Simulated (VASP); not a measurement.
Wanted: the native input for a VASP 6.6.1 run.

```
Task                   : single point
Functional             : PBEsol
Potentials or basis    : VASP PAW PBE potentials, release 64 (Al, N)
Cutoff                 : 600 eV
k mesh                 : 9 × 9 × 9
Occupations            : gaussian, width 0.01 eV
Spin                   : no spin polarisation
Dipole correction      : no
Further INCAR settings : ALGO = Normal; EDIFF = 1e-06; NBANDS = 11
```

The structure of AlN lies in POSCAR:

```
AlN
1.0
   -0.0199506070      2.1906262067      2.1906262067
    2.1906262067     -0.0199506070      2.1906262067
    2.1906262067      2.1906262067     -0.0199506070
Al N
1 1
Direct
   -0.0006248650     -0.0006248650     -0.0006248650
    0.2506248650      0.2506248650      0.2506248650
```

These files were run (other wordings do the same):

INCAR

```
ALGO = Normal ; EDIFF = 1E-6
ENCUT = 600 ; GGA = PS
GGA_COMPAT = False ; ISIF = 2
ISMEAR = 0 ; LASPH = True
LCHARG = True ; LELF = True
LREAL = False ; LVHAR = True
LWAVE = False ; NBANDS = 11
NELM = 120 ; PREC = Accurate
SIGMA = 0.01
```

KPOINTS

```
k-points
0
Gamma
  9 9 9
```

Potentials or basis: VASP PAW PBE potentials, release 64 (Al, N).

Command:

```sh
$ cat potpaw_PBE.64/Al/POTCAR potpaw_PBE.64/N/POTCAR > POTCAR
$ mpirun -np 1 vasp_std > vasp.out
```

Results of the run:

```yaml
Pressure: -3.3 GPa
Band_gap_on_the_k_mesh: 3.28 eV (least direct gap 3.85 eV)
```

Caveat: the cell stands under tension; the PAW data sets were made with another functional, which shifts forces and pressure a little; an odd mesh through Γ misses points on the zone boundary, where band edges can lie.

Run time: 17 s on 1 thread of AMD EPYC 7R13 Processor (Zen 3), on a shared host, peak memory 0.13 GiB.
